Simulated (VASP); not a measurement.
# Ni2Ge (P6_3/mmc) in VASP: a series of runs

Runs on Ni2Ge. Level: PBEsol. Tasks: single point.

Program: VASP 6.6.1. These are calculated values, not measurements. Logs are shortened: lines on timing, memory, paths and dates and some standing lists are left out, and cuts for length are marked.

**1. The cell of the first run**

It takes space group P6_3/mmc (No. 194, hexagonal). The conventional cell has a = 3.980 Å, b = 3.980 Å, c = 5.024 Å, α = 90.00°, β = 90.00°, γ = 120.00°. Ni (site symmetry -6m2) has 5 Ge at 2.30 to 2.51 Å and 6 Ni at 2.62 Å within 3.0 Å. Ni (site symmetry -3m) has 8 Ni at 2.51 to 2.62 Å and 6 Ge at 2.62 Å within 3.3 Å. Ge (site symmetry -6m2) has 11 Ni at 2.30 to 2.62 Å within 3.0 Å.

**2. Single point, PBEsol, collinear spin, ferromagnetic start**

Input file INCAR:

```
PREC     = Accurate       # precision mode
ENCUT    = 520            # plane-wave cutoff, eV
EDIFF    = 1E-6           # SCF threshold, eV
ISMEAR   = 0              # smearing method
SIGMA    = 0.1            # smearing width, eV
LREAL    = F              # projectors in reciprocal space
LASPH    = T              # aspherical terms in the spheres
NELM     = 150            # most SCF steps
ALGO     = Normal         # electronic algorithm
ISIF     = 2              # what is computed and relaxed
LWAVE    = F              # write WAVECAR
LCHARG   = T              # write CHGCAR
ISPIN    = 2              # spin polarisation
MAGMOM   = 2 2 2 2 0 0    # initial moments
LORBIT   = 11             # projections on sites
LMAXMIX  = 4              # l up to which the mixer works
GGA      = PS             # functional
LELF     = T              # ELF
LVHAR    = T            
NBANDS   = 47             # bands
```

Input file KPOINTS:

```
Automatic mesh
0
Gamma
  6 6 4
```

Input file POSCAR:

```
Ni2Ge
1.0
    3.9798102787      0.0000000000      0.0000000000
   -1.9899051393      3.4466168036      0.0000000000
    0.0000000000      0.0000000000      5.0238781100
Ni Ge
4 2
Direct
    0.6666666700      0.3333333300      0.2500000000
    0.3333333300      0.6666666700      0.7500000000
    0.0000000000      0.0000000000      0.0000000000
    0.0000000000      0.0000000000      0.5000000000
    0.6666666700      0.3333333300      0.7500000000
    0.3333333300      0.6666666700      0.2500000000
```

Potentials or basis: VASP PAW PBE potentials, release 64 (Ni, Ge_d).

Started as:

```bash
$ cat potpaw_PBE.64/Ni/POTCAR potpaw_PBE.64/Ge_d/POTCAR > POTCAR
$ mpirun -np 1 vasp_std > vasp.out
```

OUTCAR:

```text
PREC = Accurate
   ENCUT = 520
   EDIFF = 1E-6
   ISMEAR = 0
   LREAL = F
   LASPH = T
   NELM = 150
   ISIF = 2
   ISPIN = 2
   LORBIT = 11
   GGA = PS

 ion  position               nearest neighbor table
   1  0.667  0.333  0.250-   6 2.30   6 2.30   6 2.30   5 2.51   5 2.51   3 2.62   4 2.62   3 2.62
                             4 2.62   3 2.62   4 2.62
   2  0.333  0.667  0.750-   5 2.30   5 2.30   5 2.30   6 2.51   6 2.51   3 2.62   4 2.62   4 2.62
                             3 2.62   4 2.62   3 2.62
   3  0.000  0.000  0.000-   4 2.51   4 2.51   1 2.62   5 2.62   6 2.62   2 2.62   2 2.62   6 2.62
                             1 2.62   5 2.62   1 2.62   5 2.62   2 2.62   6 2.62
   4  0.000  0.000  0.500-   3 2.51   3 2.51   1 2.62   5 2.62   6 2.62   2 2.62   2 2.62   6 2.62
                             1 2.62   5 2.62   1 2.62   5 2.62   2 2.62   6 2.62
   5  0.667  0.333  0.750-   2 2.30   2 2.30   2 2.30   1 2.51   1 2.51   3 2.62   4 2.62   3 2.62
                             4 2.62   3 2.62   4 2.62
   6  0.333  0.667  0.250-   1 2.30   1 2.30   1 2.30   2 2.51   2 2.51   3 2.62   4 2.62   4 2.62
                             3 2.62   4 2.62   3 2.62

  LATTYP: Found a hexagonal cell.
 ALAT       =     3.9798102787
 C/A-ratio  =     1.2623411063

  Lattice vectors:

 A1 = (   3.9798102787,   0.0000000000,   0.0000000000)
 A2 = (  -1.9899051393,   3.4466168036,   0.0000000000)
 A3 = (   0.0000000000,   0.0000000000,   5.0238781100)

Analysis of symmetry for initial positions (statically):
=====================================================================
 Subroutine PRICEL returns:
 Original cell was already a primitive cell.

 Routine SETGRP: Setting up the symmetry group for a
 hexagonal supercell.

 Subroutine GETGRP returns: Found 24 space group operations
 (whereof 12 operations were pure point group operations)
 out of a pool of 24 trial point group operations.

The static configuration has the point symmetry D_3d.
 The point group associated with its full space group is D_6h.

Analysis of symmetry for dynamics (positions and initial velocities):
=====================================================================
 Subroutine PRICEL returns:
 Original cell was already a primitive cell.

 Routine SETGRP: Setting up the symmetry group for a
 hexagonal supercell.

 Subroutine GETGRP returns: Found 24 space group operations
 (whereof 12 operations were pure point group operations)
 out of a pool of 24 trial point group operations.

The dynamic configuration has the point symmetry D_3d.
 The point group associated with its full space group is D_6h.

Analysis of structural, dynamic, and magnetic symmetry:
[... 159 lines left out ...]
 Free energy of the ion-electron system (eV)
  ---------------------------------------------------
  ext. energy  EPLUGINS =         0.00000000
  ---------------------------------------------------
  free energy    TOTEN  =       -36.50876376 eV

  energy without entropy =      -36.49628060  energy(sigma->0) =      -36.50252218

 E-fermi :  10.1860     XC(G=0): -13.4713

 val. band max:       10.1540590418   @ k =   0.3333   0.3333   0.2500
 cond. band min:      10.2426657832   @ k =   0.3333   0.0000   0.2500
 fundamental gap:      0.0886067415
 Fermi energy:        10.1859694627

 spin component 1

 k-point     1 :       0.0000    0.0000    0.0000
  band No.  band energies     occupation
      1     -14.5594      1.00000
      2     -14.5497      1.00000
      3     -14.5280      1.00000
      4     -14.5280      1.00000
      5     -14.4949      1.00000
      6     -14.4949      1.00000
[... 1018 lines left out ...]
     45      19.8144      0.00000
     46      19.8144      0.00000
 Fermi energy:        10.1859694627

 spin component 2

 k-point     1 :       0.0000    0.0000    0.0000
  band No.  band energies     occupation
      1     -14.5593      1.00000
      2     -14.5497      1.00000
      3     -14.5280      1.00000
      4     -14.5280      1.00000
      5     -14.4949      1.00000
      6     -14.4949      1.00000
[... 1018 lines left out ...]
     45      19.8145      0.00000
     46      19.8166      0.00000
 [bands above 46 left out]

------------------------ aborting loop because EDIFF is reached ----------------------------------------

  FORCE on cell =-STRESS in cart. coord.  units (eV):
  Direction    XX          YY          ZZ          XY          YZ          ZX
  --------------------------------------------------------------------------------------
  -------------------------------------------------------------------------------------
  Total       -0.4342083     -0.4342083     -0.4541280     -0.0000000      0.0000000      0.0000000
  in kB      -10.0951845    -10.0951845    -10.5583088     -0.0000000      0.0000000      0.0000000
  external PRESSURE =     -10.2495593 kB  Pullay stress =       0.0000000 kB

 VOLUME and BASIS-vectors are now :
 -----------------------------------------------------------------------------
  energy-cutoff  :      520.00
  volume of cell :       68.91
      direct lattice vectors                 reciprocal lattice vectors
     3.979810279  0.000000000  0.000000000     0.251268259  0.145069797  0.000000000
    -1.989905139  3.446616804  0.000000000     0.000000000  0.290139594  0.000000000
     0.000000000  0.000000000  5.023878110     0.000000000  0.000000000  0.199049415

 POSITION                                       TOTAL-FORCE (eV/Angst)
 -----------------------------------------------------------------------------------
      1.98991      1.14887      1.25597        -0.000000     -0.000000      0.000000
     -0.00000      2.29774      3.76791         0.000000      0.000000      0.000000
      0.00000      0.00000      0.00000        -0.000000      0.000000      0.000000
      0.00000      0.00000      2.51194        -0.000000      0.000000      0.000000
      1.98991      1.14887      3.76791        -0.000000     -0.000000      0.000000
     -0.00000      2.29774      1.25597         0.000000      0.000000      0.000000
 -----------------------------------------------------------------------------------
    total drift:                               -0.000000      0.000000      0.000000

  FREE ENERGIE OF THE ION-ELECTRON SYSTEM (eV)
  ---------------------------------------------------
  free  energy   TOTEN  =       -36.5087637644 eV

  energy  without entropy=      -36.4962805985  energy(sigma->0) =      -36.50252218

 total charge

# of ion       s       p       d       tot
------------------------------------------
    1        0.484   0.558   8.520   9.562
    2        0.484   0.558   8.520   9.562
    3        0.408   0.485   8.446   9.340
    4        0.408   0.485   8.446   9.340
    5        1.081   1.275  10.131  12.486
    6        1.081   1.275  10.131  12.486
--------------------------------------------------
tot          3.947   4.636  54.195  62.777

 magnetization (x)

# of ion       s       p       d       tot
------------------------------------------
    1       -0.000  -0.000   0.000   0.000
    2       -0.000  -0.000   0.000   0.000
    3       -0.000  -0.000   0.000   0.000
    4       -0.000  -0.000   0.000   0.000
    5        0.000  -0.000  -0.000  -0.000
    6        0.000  -0.000  -0.000  -0.000
--------------------------------------------------
tot         -0.000  -0.000   0.001   0.001
```

OSZICAR:

```text
N       E                     dE             d eps       ncg     rms          rms(c)
DAV:   1     0.607438487114E+03    0.60744E+03   -0.28646E+04  4810   0.354E+03
DAV:   2     0.687936753534E+02   -0.53864E+03   -0.50484E+03  3948   0.706E+02
DAV:   3    -0.337702909470E+02   -0.10256E+03   -0.98069E+02  4018   0.211E+02
DAV:   4    -0.393862145193E+02   -0.56159E+01   -0.55877E+01  4433   0.576E+01
DAV:   5    -0.395015621070E+02   -0.11535E+00   -0.11533E+00  4989   0.812E+00    0.262E+01
DAV:   6    -0.426213302450E+02   -0.31198E+01   -0.46154E+01  5299   0.883E+01    0.250E+01
DAV:   7    -0.368061592606E+02    0.58152E+01   -0.17155E+01  4434   0.778E+01    0.955E+00
DAV:   8    -0.374985960275E+02   -0.69244E+00   -0.56171E+00  4651   0.532E+01    0.115E+01
DAV:   9    -0.364872863448E+02    0.10113E+01   -0.18035E+00  4963   0.311E+01    0.189E+00
DAV:  10    -0.365117876495E+02   -0.24501E-01   -0.58791E-01  4613   0.616E+00    0.981E-01
DAV:  11    -0.365091052140E+02    0.26824E-02   -0.27016E-02  4576   0.161E+00    0.526E-01
DAV:  12    -0.365087294624E+02    0.37575E-03   -0.20803E-03  4524   0.369E-01    0.314E-01
DAV:  13    -0.365087598618E+02   -0.30399E-04   -0.32217E-04  5365   0.210E-01    0.106E-01
DAV:  14    -0.365087645002E+02   -0.46383E-05   -0.52797E-05  4884   0.714E-02    0.477E-02
DAV:  15    -0.365087633423E+02    0.11578E-05   -0.12373E-05  4297   0.356E-02    0.170E-02
DAV:  16    -0.365087637644E+02   -0.42206E-06   -0.41809E-06  3766   0.279E-02
   1 F= -.36508764E+02 E0= -.36502522E+02  d E =-.124832E-01  mag=     0.0008
```

stdout:

```text
POSCAR found type information on POSCAR NiGe
 POSCAR found :  2 types and       6 ions
 scaLAPACK will be used
 -----------------------------------------------------------------------------
|                                                                             |
|                                                                             |
|     You enforced a specific xc type in the INCAR file but a different       |
|     I HOPE YOU KNOW WHAT YOU ARE DOING!                                     |
|                                                                             |
 -----------------------------------------------------------------------------

 LDA part: xc-table for (Slater+PW92), standard interpolation
 POSCAR, INCAR and KPOINTS ok, starting setup
 FFT: planning ... GRIDC
 FFT: planning ... GRID_SOFT
 FFT: planning ... GRID
 WAVECAR not read
 entering main loop
```

Run time: 5.6 min. Hardware: 1 thread of AMD EPYC 7R13, shared host; peak memory 0.23 GiB.

Results:

```yaml
Free_energy: -36.5088 eV
Pressure: -1.0 GPa
Band_gap_on_the_k_mesh: zero (filled and empty bands overlap)
Net_moment: 0.00 μB per cell
Valence_electrons_inside_the_program's_atomic_spheres: Ni 9.56, 9.34; Ge 12.49
```

Levels at points of the mesh, in eV from the Fermi level:
Spin up:
```tsv
k point	band 32	band 33	band 34	band 35	band 36	band 37
(0.00, 0.00, 0.00)	-0.56	0.17	2.19	2.75	2.75	2.92
(0.50, 0.00, 0.00)	-1.13	-0.95	-0.62	-0.48	0.70	1.79
(0.00, 0.00, 0.50)	-1.10	1.44	1.44	3.27	3.27	3.27
(0.50, 0.00, 0.50)	-1.17	-0.82	-0.82	0.93	0.93	2.56
```
Spin down:
| k point | band 32 | band 33 | band 34 | band 35 | band 36 | band 37 |
| --- | --- | --- | --- | --- | --- | --- |
| (0.00, 0.00, 0.00) | -0.56 | 0.17 | 2.19 | 2.75 | 2.75 | 2.92 |
| (0.50, 0.00, 0.00) | -1.13 | -0.95 | -0.62 | -0.48 | 0.70 | 1.79 |
| (0.00, 0.00, 0.50) | -1.10 | 1.44 | 1.44 | 3.27 | 3.27 | 3.27 |
| (0.50, 0.00, 0.50) | -1.16 | -0.82 | -0.82 | 0.93 | 0.93 | 2.56 |

Caveat: the starting moments collapsed, and a magnetic state may lie lower; the PAW data sets were made with another functional, which shifts forces and pressure a little.

**3. Single point, PBEsol (equal strain along all axes, cell held: +3.0 %)**

Input file INCAR:

```
SYSTEM = Ni2Ge
  PREC = Accurate
  ENCUT = 520
  EDIFF = 1E-7
  ISMEAR = 0
  SIGMA = 0.1
  LREAL = .FALSE.
  LASPH = .TRUE.
  NELM = 60
  ALGO = Fast
  ISIF = 2
  LWAVE = .FALSE.
  LCHARG = .FALSE.
  GGA = PS
  NBANDS = 43
```

Input file KPOINTS:

```
regular mesh
0
G
  12 12 8
  0 0 0
```

Input file POSCAR:

```
Ni2Ge
1.0
    4.0911217254      0.0000000000      0.0000000000
   -2.0455608627      3.5430153441      0.0000000000
    0.0000000000      0.0000000000      5.1644812119
Ni Ge
4 2
Direct
    0.6666666667      0.3333333333      0.2500000000
    0.3333333333      0.6666666667      0.7500000000
    0.0000000000      0.0000000000      0.0000000000
    0.0000000000      0.0000000000      0.5000000000
    0.6666666667      0.3333333333      0.7500000000
    0.3333333333      0.6666666667      0.2500000000
```

Potentials or basis: VASP PAW PBE potentials, release 64 (Ni, Ge_d).

Started as:

```bash
$ cat potpaw_PBE.64/Ni/POTCAR potpaw_PBE.64/Ge_d/POTCAR > POTCAR
$ mpirun -np 1 vasp_std > vasp.out
```

Wall time 8.7 min (1 thread of Intel Xeon Platinum 8259CL at 2.50GHz (Skylake/Cascade Lake), shared host); peak memory 0.36 GiB.

The run converged. Its results:

```yaml
Free_energy: -36.1787 eV
Pressure: -14.3 GPa
Band_gap_on_the_k_mesh: zero (band 34 reaches 10.93 eV, above the bottom of band 35 at 8.56 eV)
```

Stress tensor (GPa, compression positive):
```
-14.99   0.00   0.00
  0.00 -14.99   0.00
  0.00   0.00 -12.82
```

Levels at points of the mesh, in eV from the Fermi level:
| k point | band 30 | band 31 | band 32 | band 33 | band 34 | band 35 | band 36 | band 37 | band 38 | band 39 |
| --- | --- | --- | --- | --- | --- | --- | --- | --- | --- | --- |
| (0.00, 0.00, 0.00) | -0.98 | -0.53 | -0.53 | 0.12 | 1.82 | 2.50 | 2.50 | 2.72 | 2.72 | 3.01 |
| (0.50, 0.00, 0.00) | -1.17 | -1.06 | -1.04 | -0.86 | -0.58 | -0.46 | 0.45 | 1.63 | 2.75 | 3.25 |
| (0.00, 0.00, 0.50) | -1.01 | -1.01 | -1.01 | 1.08 | 1.08 | 2.99 | 2.99 | 2.99 | 2.99 | 4.17 |
| (0.50, 0.00, 0.50) | -1.30 | -1.06 | -1.06 | -0.76 | -0.76 | 0.84 | 0.84 | 2.20 | 2.20 | 5.61 |

Caveat: the cell differs from its parent crystal (equal strain along all axes, cell held: +3.0 %); the PAW data sets were made with another functional, which shifts forces and pressure a little.

**4. Single point, PBEsol (biaxial strain in the a-b plane: +3.0 %, then relaxed in part)**

Input file INCAR:

```
ALGO     = Fast           # electronic algorithm
EDIFF    = 1E-6           # SCF threshold, eV
ENCUT    = 520            # plane-wave cutoff, eV
GGA      = PS             # functional
ISIF     = 2              # what is computed and relaxed
ISMEAR   = 0              # smearing method
LASPH    = True           # aspherical terms in the spheres
LCHARG   = True           # write CHGCAR
LELF     = True           # ELF
LREAL    = False          # projectors in reciprocal space
LVHAR    = True         
LWAVE    = False          # write WAVECAR
NBANDS   = 43             # bands
NELM     = 100            # most SCF steps
PREC     = Accurate       # precision mode
SIGMA    = 0.1            # smearing width, eV
```

Input file KPOINTS:

```
k-points
0
Gamma
  12 12 8
```

POSCAR: that of step 3 with these lines changed.

```diff
@@ -2,5 +2,5 @@
 1.0
-    4.0911217254      0.0000000000      0.0000000000
-   -2.0455608627      3.5430153441      0.0000000000
-    0.0000000000      0.0000000000      5.1644812119
+    4.0911217257      0.0000000000      0.0000000000
+   -2.0455608628      3.5430153444      0.0000000000
+    0.0000000000      0.0000000000      4.9245483814
 Ni Ge
```

Started as:

```bash
$ cat potpaw_PBE.64/Ni/POTCAR potpaw_PBE.64/Ge_d/POTCAR > POTCAR
$ mpirun -np 1 vasp_std > vasp.out
```

Wall time 10 min (1 thread of AMD EPYC 7R13, shared host); peak memory 0.32 GiB.

Results (log left out):

```yaml
Free_energy: -36.3282 eV
Pressure: -7.8 GPa
Band_gap_on_the_k_mesh: zero (band 34 reaches 11.48 eV, above the bottom of band 35 at 9.23 eV)
```

Stress tensor (GPa, compression positive):
```
-11.67   0.00   0.00
  0.00 -11.67   0.00
  0.00   0.00   0.02
```

Levels at points of the mesh, in eV from the Fermi level:
```
           k point  band 30  band 31  band 32  band 33  band 34  band 35  band 36  band 37  band 38  band 39
(0.00, 0.00, 0.00)    -0.98    -0.58    -0.58     0.28     1.64     2.39     2.39     2.54     2.54     2.93
(0.50, 0.00, 0.00)    -1.18    -1.11    -0.99    -0.95    -0.60    -0.43     0.63     1.64     2.71     3.50
(0.00, 0.00, 0.50)    -1.08    -1.08    -1.08     1.11     1.11     2.99     2.99     2.99     2.99     4.47
(0.50, 0.00, 0.50)    -1.39    -1.15    -1.15    -0.77    -0.77     0.86     0.86     2.18     2.18     6.29
```

Caveat: the cell differs from its parent crystal (biaxial strain in the a-b plane: +3.0 %, then relaxed in part); the PAW data sets were made with another functional, which shifts forces and pressure a little.

**5. Single point, PBEsol (biaxial strain in the a-b plane: +3.0 %)**

Input file INCAR:

```
ALGO = Fast
EDIFF = 1E-6
ENCUT = 520
GGA = PS
ISIF = 2
ISMEAR = 0
LASPH = T
LCHARG = F
LREAL = F
LWAVE = F
NBANDS = 43
NELM = 80
PREC = Accurate
SIGMA = 0.1
```

KPOINTS is that of step 4.

POSCAR: that of step 4 with these lines changed.

```diff
@@ -4,3 +4,3 @@
    -2.0455608628      3.5430153444      0.0000000000
-    0.0000000000      0.0000000000      4.9245483814
+    0.0000000000      0.0000000000      4.9238063606
 Ni Ge
```

Started as:

```bash
$ cat potpaw_PBE.64/Ni/POTCAR potpaw_PBE.64/Ge_d/POTCAR > POTCAR
$ mpirun -np 1 vasp_std > vasp.out
```

Wall time 9.1 min (1 thread of AMD EPYC 7R13, shared host); peak memory 0.32 GiB.

Results (log left out):

```yaml
Free_energy: -36.3282 eV
Pressure: -7.7 GPa
Band_gap_on_the_k_mesh: zero (band 34 reaches 11.48 eV, above the bottom of band 35 at 9.23 eV)
```

Stress tensor (GPa, compression positive):
```
-11.65   0.00   0.00
  0.00 -11.65   0.00
  0.00   0.00   0.08
```

Levels at points of the mesh, in eV from the Fermi level:
| k point | band 30 | band 31 | band 32 | band 33 | band 34 | band 35 | band 36 | band 37 | band 38 | band 39 |
| --- | --- | --- | --- | --- | --- | --- | --- | --- | --- | --- |
| (0.00, 0.00, 0.00) | -0.98 | -0.58 | -0.58 | 0.28 | 1.64 | 2.39 | 2.39 | 2.54 | 2.54 | 2.93 |
| (0.50, 0.00, 0.00) | -1.18 | -1.11 | -0.98 | -0.95 | -0.60 | -0.43 | 0.63 | 1.64 | 2.71 | 3.51 |
| (0.00, 0.00, 0.50) | -1.08 | -1.08 | -1.08 | 1.11 | 1.11 | 2.99 | 2.99 | 2.99 | 2.99 | 4.47 |
| (0.50, 0.00, 0.50) | -1.39 | -1.15 | -1.15 | -0.77 | -0.77 | 0.86 | 0.86 | 2.18 | 2.18 | 6.30 |

Caveat: the cell differs from its parent crystal (biaxial strain in the a-b plane: +3.0 %); the PAW data sets were made with another functional, which shifts forces and pressure a little. Spin polarisation is off, so any magnetic state and its effect on volume and gap are missing.

**6. Summary**

| cell | further INCAR settings | gap on the mesh (eV) | pressure (GPa) |
| --- | --- | --- | --- |
| a = 4.091, b = 4.091, c = 5.164 Å, angles 90.0, 90.0, 120.0°, 6 atoms | ALGO = Fast; EDIFF = 1e-07; NBANDS = 43 | none | -14.3 |
| a = 4.091, b = 4.091, c = 4.925 Å, angles 90.0, 90.0, 120.0°, 6 atoms | ALGO = Fast; EDIFF = 1e-06; NBANDS = 43 | none | -7.8 |
| a = 4.091, b = 4.091, c = 4.924 Å, angles 90.0, 90.0, 120.0°, 6 atoms | ALGO = Fast; EDIFF = 1e-06; NBANDS = 43 | none | -7.7 |

Alike in all rows: task single point; level PBEsol; potentials or basis VASP PAW PBE potentials, release 64 (Ni, Ge_d); no spin polarisation; k mesh 12 × 12 × 8; cutoff (eV) 520; smearing gaussian 0.1 eV.

Caveats: the PAW data sets were made with another functional, which shifts forces and pressure a little.

Total energies depend on the potentials used, so only differences within one code and one set of settings carry meaning.
